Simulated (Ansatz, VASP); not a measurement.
## Two plane-wave programs on LiCl

File POSCAR:

```
LiCl
1.0
    0.0000000000      2.4824231290      2.6130515065
    2.4824231290      0.0000000000      2.6130515065
    2.4824231290      2.4824231290      0.0000000000
Li Cl
1 1
Direct
    0.0000000000      0.0000000000      0.0000000000
    0.5000000000      0.5000000000      0.5000000000
```

INCAR.step1

```
ALGO     = Normal         # electronic algorithm
EDIFF    = 1E-5           # SCF threshold, eV
ENCUT    = 520            # plane-wave cutoff, eV
GGA      = PE             # functional
ISIF     = 2              # what is computed and relaxed
ISMEAR   = 0              # smearing method
LASPH    = T              # aspherical terms in the spheres
LREAL    = F              # projectors in reciprocal space
LWAVE    = T              # write WAVECAR
NBANDS   = 12             # bands
NELM     = 80             # most SCF steps
PREC     = Accurate       # precision mode
SIGMA    = 0.01           # smearing width, eV
```

The input INCAR.step2:

```
ALGO     = Normal         # electronic algorithm
EDIFF    = 1E-7           # SCF threshold, eV
ENCUT    = 520            # plane-wave cutoff, eV
GGA      = PE             # functional
HFSCREEN = 0.2079         # screening, 1/A
ISIF     = 2              # what is computed and relaxed
ISMEAR   = 0              # smearing method
ISTART   = 1            
LASPH    = T              # aspherical terms in the spheres
LCHARG   = T              # write CHGCAR
LELF     = T              # ELF
LHFCALC  = T              # exact exchange
LREAL    = F              # projectors in reciprocal space
LVHAR    = T            
LWAVE    = F              # write WAVECAR
NBANDS   = 12             # bands
NELM     = 80             # most SCF steps
PREC     = Accurate       # precision mode
PRECFOCK = Normal       
SIGMA    = 0.01           # smearing width, eV
```

KPOINTS

```
k-points
0
Gamma
  6 6 6
```

Input for Ansatz:

```yaml
crystal:
  lattice:
    - [0.0, 2.482423129, 2.6130515065]
    - [2.482423129, 0.0, 2.6130515065]
    - [2.482423129, 2.482423129, 0.0]
  atoms:
    - { symbol: Li, position: [0.0, 0.0, 0.0] }
    - { symbol: Cl, position: [0.5, 0.5, 0.5] }
kpoints:
  mp_grid: { grid: [6, 6, 6] }
  band_path:
    path:
      - [0.0, 0.0, 0.0]
      - [0.5, 0.0, 0.5]
      - [0.625, 0.25, 0.625]
      - [0.375, 0.375, 0.75]
      - [0.5, 0.5, 0.5]
      - [0.5, 0.25, 0.75]
    npoints: 1
hamiltonian:
  xc: hse06
scf:
  occupations: { method: fixed }
  n_extra_bands: 4
output:
  forces: true
  stress: true
  eigenvalues: true
```

Change from the starting cell: epitaxial_xy strain -2.9%.

Alike in both runs: task single point; functional HSE06; k mesh 6 × 6 × 6; no spin polarisation.

|  | VASP | Ansatz |
| --- | --- | --- |
| version | VASP 6.6.1 | Ansatz 0.2.0 |
| potentials or method | VASP PAW PBE potentials, release 64 (Li_sv, Cl) | plane waves, PAW |
| plane-wave cutoff (eV) | 520 | 420 |
| occupations | gaussian, width 0.01 eV | fixed |
| valence electrons in the cell | 10 | 10 |

|  | VASP | Ansatz | Ansatz less VASP |
| --- | --- | --- | --- |
| gap on the k mesh at the Fermi level (eV) | 7.94 | 7.93 | -0.007 |

Ansatz's warnings: stress exchange threshold loose, stress scf threshold loose.

Noted on VASP's run: the cutoff is short for stress, so the pressure is rough.
